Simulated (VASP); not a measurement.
# Ga (P2_1/m) in VASP: single point with LDA

Aim: the single point of Ga with LDA.

All numbers are computed with VASP 6.6.1; they aren't measurements. Logs are shortened: lines on timing, memory, paths and dates and some standing lists are left out, and cuts for length are marked.

## 1. The cell of the first run

The structure is monoclinic, space group P2_1/m (No. 11). Conventional cell: a = 2.691 Å, b = 3.293 Å, c = 4.130 Å, α = 90.00°, β = 108.75°, γ = 90.00°. Ga (site symmetry m) has 10 Ga at 2.66 to 3.29 Å within 3.5 Å.

## 2. Single point, LDA

Input file INCAR:

```
  ALGO = Fast
  EDIFF = 1E-7
  ENCUT = 520
  GGA = CA
  ISIF = 2
  ISMEAR = 0
  LASPH = True
  LCHARG = True
  LELF = True
  LREAL = False
  LVHAR = True
  LWAVE = False
  NBANDS = 20
  NELM = 80
  PREC = Accurate
  SIGMA = 0.1
```

Input file KPOINTS:

```
k-points
0
Gamma
  16 12 10
```

Input file POSCAR:

```
Ga
1.0
    2.6907538352      0.0000000000     -0.0092415007
    0.0000000000      3.2928693355      0.0000000000
   -1.3143138017      0.0000000000      3.9156312297
Ga
2
Direct
    0.8648622561      0.2500000000      0.2333828037
    0.1351377439      0.7500000000      0.7666171963
```

Potentials or basis: VASP PAW LDA potentials, release 64 (Ga_d).

On the command line:

```bash
> cat potpaw_LDA.64/Ga_d/POTCAR > POTCAR
> mpirun -np 1 vasp_std > vasp.out
```

OUTCAR:

```text
EDIFF = 1E-7
   ENCUT = 520
   GGA = CA
   ISIF = 2
   ISMEAR = 0
   LASPH = True
   LREAL = False
   NELM = 80
   PREC = Accurate

 ion  position               nearest neighbor table
   1  0.865  0.250  0.233-   2 2.66   2 2.66   2 2.80   2 2.80   2 2.80   2 2.80
   2  0.135  0.750  0.767-   1 2.66   1 2.66   1 2.80   1 2.80   1 2.80   1 2.80

  LATTYP: Found a simple monoclinic cell.
 ALAT       =     2.6907697053
 B/A-ratio  =     1.2237648317
 C/A-ratio  =     1.5349977692
 COS(beta)  =    -0.3214648247

  Lattice vectors:

 A1 = (   2.6907538352,   0.0000000000,  -0.0092415007)
 A2 = (   0.0000000000,   3.2928693355,   0.0000000000)
 A3 = (  -1.3143138017,   0.0000000000,   3.9156312297)

Analysis of symmetry for initial positions (statically):
=====================================================================
 Subroutine PRICEL returns:
 Original cell was already a primitive cell.

 Routine SETGRP: Setting up the symmetry group for a
 simple monoclinic supercell.

 Subroutine GETGRP returns: Found  4 space group operations
 (whereof  2 operations were pure point group operations)
 out of a pool of  4 trial point group operations.

The static configuration has the point symmetry S_2 .
 The point group associated with its full space group is C_2h.

Analysis of symmetry for dynamics (positions and initial velocities):
=====================================================================
 Subroutine PRICEL returns:
 Original cell was already a primitive cell.

 Routine SETGRP: Setting up the symmetry group for a
 simple monoclinic supercell.

 Subroutine GETGRP returns: Found  4 space group operations
 (whereof  2 operations were pure point group operations)
 out of a pool of  4 trial point group operations.

The dynamic configuration has the point symmetry S_2 .
 The point group associated with its full space group is C_2h.

 Subroutine INISYM returns: Found  4 space group operations
 (whereof  2 operations are pure point group operations),
 and found     1 'primitive' translations

----------------------------------------------------------------------------------------

                                     Primitive cell

  volume of cell :      34.6537

  direct lattice vectors                    reciprocal lattice vectors
     2.690753835  0.000000000 -0.009241501     0.372072000  0.000000000  0.124889025
     0.000000000  3.292869335  0.000000000     0.000000000  0.303686511  0.000000000
    -1.314313802  0.000000000  3.915631230     0.000878148  0.000000000  0.255681422

  length of vectors
     2.690769705  3.292869335  4.130325495     0.392472728  0.303686511  0.255682930

  position of ions in fractional coordinates (direct lattice)
     0.864862256  0.250000000  0.233382804
     0.135137744  0.750000000  0.766617196

  ion indices of the primitive-cell ions
   primitive index   ion index
                 1           1
                 2           2

----------------------------------------------------------------------------------------

 KPOINTS: k-points

Automatic generation of k-mesh.
 Grid dimensions read from file:
 generate k-points for:   16   12   10

 Generating k-lattice:

  Cartesian coordinates                     Fractional coordinates (reciprocal lattice)
     0.023254500  0.000000000  0.007805564     0.062500000  0.000000000 -0.000000000
     0.000000000  0.025307209  0.000000000     0.000000000  0.083333333  0.000000000
     0.000087815  0.000000000  0.025568142    -0.000000000  0.000000000  0.100000000

  Length of vectors
     0.024529545  0.025307209  0.025568293

  Shift w.r.t. Gamma in fractional coordinates (k-lattice)
     0.000000000  0.000000000  0.000000000

 Subroutine IBZKPT returns following result:
 ===========================================

 Found    574 irreducible k-points:

 Following reciprocal coordinates:
            Coordinates               Weight
  0.000000  0.000000  0.000000      1.000000
  0.062500  0.000000  0.000000      2.000000
  0.125000  0.000000  0.000000      2.000000
  0.187500  0.000000  0.000000      2.000000
  0.250000  0.000000  0.000000      2.000000
  0.312500  0.000000  0.000000      2.000000
[... 16 lines left out ...]
  0.250000  0.166667  0.000000      4.000000
  0.312500  0.166667  0.000000      4.000000
 [... further k-points ...]
   k-points           NKPTS =    574   k-points in BZ     NKDIM =    574   number of bands    NBANDS=     20
   number of dos      NEDOS =    301   number of ions     NIONS =      2
   total plane-waves  NPLWV =  15360
   dimension x,y,z NGX =    20 NGY =   24 NGZ =   32
   dimension x,y,z NGXF=    40 NGYF=   48 NGZF=   64
   ions per type =               2
   NGX,Y,Z   is equivalent  to a cutoff of  12.36, 12.12, 12.88 a.u.
   NGXF,Y,Z  is equivalent  to a cutoff of  24.71, 24.23, 25.76 a.u.
 SYSTEM =  unknown system
   PREC   = accura    normal or accurate (medium, high low for compatibility)
   ISTART =      0    job   : 0-new  1-cont  2-samecut
   ICHARG =      2    charge: 1-file 2-atom 10-const
   ISPIN  =      1    spin polarized calculation?
   LNONCOLLINEAR =      F non collinear calculations
   LSORBIT =      F    spin-orbit coupling
   LASPH  =      T    aspherical Exc in radial PAW
   ENCUT  =  520.0 eV  38.22 Ry    6.18 a.u.   5.00  6.12  7.68*2*pi/ulx,y,z
   NELM   =     80;   NELMIN=  2; NELMDL= -5     # of ELM steps
   EDIFF  = 0.1E-06   stopping-criterion for ELM
   LREAL  =      F    real-space projection
   EDIFFG = 0.1E-05   stopping-criterion for IOM
   NSW    =      0    number of steps for IOM
   IBRION =     -1    ionic relax: 0-MD 1-quasi-New 2-CG
   NFREE  =      0    steps in history (QN), initial steepest desc. (CG)
   ISIF   =      2    stress and relaxation
   ISYM   =      2    0-nonsym 1-usesym 2-fastsym
   POTIM  = 0.5000    time-step for ionic-motion
   TEBEG  =    0.0;   TEEND  =   0.0 temperature during run
   PSTRESS=    0.0 pullay stress
   NELECT =      26.0000    total number of electrons
   NUPDOWN=      -1.0000    fix difference up-down
   EMIN   =  10.00;   EMAX   =-10.00  energy-range for DOS
   EFERMI =   0.00;   METHOD = LEGACY
   ISMEAR =     0;   SIGMA  =   0.10  broadening in eV -4-tet -1-fermi 0-gaus
   EFERMI_NEDOS =   21; number of points for ismear=-14 and -15
   IALGO  =     68    algorithm
   IMIX   =      4    mixing-type and parameters
     AMIX     =   0.40;   BMIX     =  1.00
     AMIX_MAG =   1.60;   BMIX_MAG =  1.00
  volume/ion in A,a.u.               =      17.33       116.93
  Fermi-wavevector in a.u.,A,eV,Ry     =   1.487589  2.811135 30.108603  2.212920
  Thomas-Fermi vector in A             =   2.600730
   LORBIT       =      0    0 simple, 1 ext, 2 COOP (PROOUT), +10 PAW based schemes
   GGA     = CA    functional components
   LHFCALC =     F    Hartree Fock is set to
   AEXX    =    0.0000 exact exchange contribution
   IVDW    =     0    specifies the selected vdW correction
   LEPSILON=     F    determine dielectric tensor
   LRPA    =     F    only Hartree local field effects (RPA)
 non-spin polarized calculation
 RMM-DIIS sequential band-by-band and
 Gauss-broadening in eV      SIGMA  =   0.10
  energy-cutoff  :      520.00
  volume of cell :       34.65
 maximum number of plane-waves:       949
   NGX =  9   NGY = 13   NGZ = 15

 number of electron      25.9999982 magnetization

 Free energy of the ion-electron system (eV)
  ---------------------------------------------------
  ext. energy  EPLUGINS =         0.00000000
  ---------------------------------------------------
  free energy    TOTEN  =        -7.17265079 eV

  energy without entropy =       -7.16972004  energy(sigma->0) =       -7.17118542

 E-fermi :   6.0762     XC(G=0): -11.7200

 val. band max:        6.0749839530   @ k =  -0.4375   0.5000   0.3000
 cond. band min:       6.0960491973   @ k =  -0.4375   0.2500   0.1000
 fundamental gap:      0.0210652443
 Fermi energy:         6.0762048926

 k-point     1 :       0.0000    0.0000    0.0000
  band No.  band energies     occupation
      1      -9.2941      2.00000
      2      -9.2930      2.00000
      3      -9.2393      2.00000
      4      -9.2342      2.00000
      5      -8.8972      2.00000
      6      -8.8970      2.00000
[... 12 lines left out ...]
     19      17.2629      0.00000
     20      19.8893      0.00000

 k-point     2 :       0.0625    0.0000    0.0000
  band No.  band energies     occupation
      1      -9.2891      2.00000
      2      -9.2842      2.00000
      3      -9.2333      2.00000
      4      -9.2127      2.00000
      5      -8.9056      2.00000
      6      -8.9046      2.00000
[... 12 lines left out ...]
     19      17.3936      0.00000
     20      20.1876      0.00000

 k-point     3 :       0.1250    0.0000    0.0000
  band No.  band energies     occupation
      1      -9.2784      2.00000
      2      -9.2605      2.00000
      3      -9.2064      2.00000
      4      -9.1591      2.00000
      5      -8.9307      2.00000
      6      -8.9272      2.00000
[... 12 lines left out ...]
     19      17.5203      0.00000
     20      20.7021      0.00000

 k-point     4 :       0.1875    0.0000    0.0000
  band No.  band energies     occupation
      1      -9.2628      2.00000
      2      -9.2326      2.00000
      3      -9.1615      2.00000
      4      -9.0870      2.00000
      5      -8.9689      2.00000
      6      -8.9584      2.00000
[... 12 lines left out ...]
     19      17.6509      0.00000
     20      21.4588      0.00000

 k-point     5 :       0.2500    0.0000    0.0000
  band No.  band energies     occupation
      1      -9.2457      2.00000
      2      -9.2052      2.00000
      3      -9.1154      2.00000
      4      -9.0531      2.00000
      5      -9.0151      2.00000
      6      -8.9444      2.00000
[... 12 lines left out ...]
     19      17.8264      0.00000
     20      21.6951      0.00000
[... 353 lines left out ...]
      6      -8.9530      2.00000
[... 12 lines left out ...]
     19      15.7953      0.00000
     20      22.1717      0.00000

 k-point    22 :       0.1875    0.1667    0.0000
  band No.  band energies     occupation
      1      -9.2663      2.00000
      2      -9.1871      2.00000
      3      -9.1510      2.00000
      4      -9.0736      2.00000
      5      -9.0346      2.00000
      6      -8.9662      2.00000
[... 12 lines left out ...]
     19      16.6607      0.00000
     20      20.1996      0.00000

 k-point    23 :       0.2500    0.1667    0.0000
  band No.  band energies     occupation
      1      -9.2495      2.00000
      2      -9.1622      2.00000
      3      -9.1164      2.00000
      4      -9.0737      2.00000
      5      -9.0285      2.00000
      6      -8.9538      2.00000
[... 12 lines left out ...]
     19      17.4833      0.00000
     20      18.3636      0.00000

 k-point    24 :       0.3125    0.1667    0.0000
  band No.  band energies     occupation
      1      -9.2439      2.00000
      2      -9.1427      2.00000
      3      -9.1313      2.00000
      4      -9.0798      2.00000
      5      -9.0292      2.00000
      6      -8.9542      2.00000
[... 12 lines left out ...]
     19      16.8752      0.00000
     20      18.2422      0.00000

 [... further k-points ...]
[... 5 lines left out ...]
  --------------------------------------------------------------------------------------
  -------------------------------------------------------------------------------------
  Total        0.0457370      0.0455096      0.0459593      0.0000000      0.0000000     -0.0004335
  in kB        2.1146053      2.1040893      2.1248829      0.0000000      0.0000000     -0.0200405
  external PRESSURE =       2.1145258 kB  Pullay stress =       0.0000000 kB

 VOLUME and BASIS-vectors are now :
 -----------------------------------------------------------------------------
  energy-cutoff  :      520.00
  volume of cell :       34.65
      direct lattice vectors                 reciprocal lattice vectors
     2.690753835  0.000000000 -0.009241501     0.372072000  0.000000000  0.124889025
     0.000000000  3.292869335  0.000000000     0.000000000  0.303686511  0.000000000
    -1.314313802  0.000000000  3.915631230     0.000878148  0.000000000  0.255681422

 POSITION                                       TOTAL-FORCE (eV/Angst)
 -----------------------------------------------------------------------------------
      2.02039      0.82322      0.90585         0.000784     -0.000000     -0.002298
     -0.64395      2.46965      3.00054        -0.000784      0.000000      0.002298
 -----------------------------------------------------------------------------------
    total drift:                               -0.000000      0.000000      0.000000

  FREE ENERGIE OF THE ION-ELECTRON SYSTEM (eV)
  ---------------------------------------------------
  free  energy   TOTEN  =        -7.1726507919 eV

  energy  without entropy=       -7.1697200435  energy(sigma->0) =       -7.17118542
```

It took 10 min on 1 thread of Intel Xeon 6975P-C, shared host; peak memory 0.35 GiB.

Results:

- Free energy: -7.1727 eV
- Pressure: 0.2 GPa
- Band gap on the k mesh: zero (band 13 reaches 9.99 eV, above the bottom of band 14 at 1.38 eV)

Forces in eV/Å, atoms in the order of the input:
```
Ga   0.001  0.000 -0.002
Ga  -0.001  0.000  0.002
```

Levels at points of the mesh, in eV from the Fermi level:
| k point | band 11 | band 12 | band 13 | band 14 | band 15 | band 16 |
| --- | --- | --- | --- | --- | --- | --- |
| (0.00, 0.00, 0.00) | -11.79 | -2.17 | -1.45 | 1.31 | 5.36 | 10.18 |
| (0.50, 0.00, 0.00) | -6.17 | -5.36 | -1.39 | 0.30 | 6.06 | 6.74 |
| (0.00, 0.50, 0.00) | -8.24 | -8.24 | 1.70 | 1.70 | 2.71 | 2.71 |
| (0.50, 0.50, 0.00) | -2.90 | -2.90 | -1.80 | -1.80 | 2.15 | 2.15 |
| (0.00, 0.00, 0.50) | -9.63 | -8.86 | 3.72 | 4.62 | 5.87 | 6.15 |
| (0.50, 0.00, 0.50) | -6.14 | -5.32 | -1.48 | 0.21 | 6.07 | 6.80 |
| (0.00, 0.50, 0.50) | -6.30 | -6.30 | -4.70 | -4.70 | 11.55 | 11.55 |
| (0.50, 0.50, 0.50) | -2.87 | -2.87 | -1.77 | -1.77 | 2.08 | 2.08 |
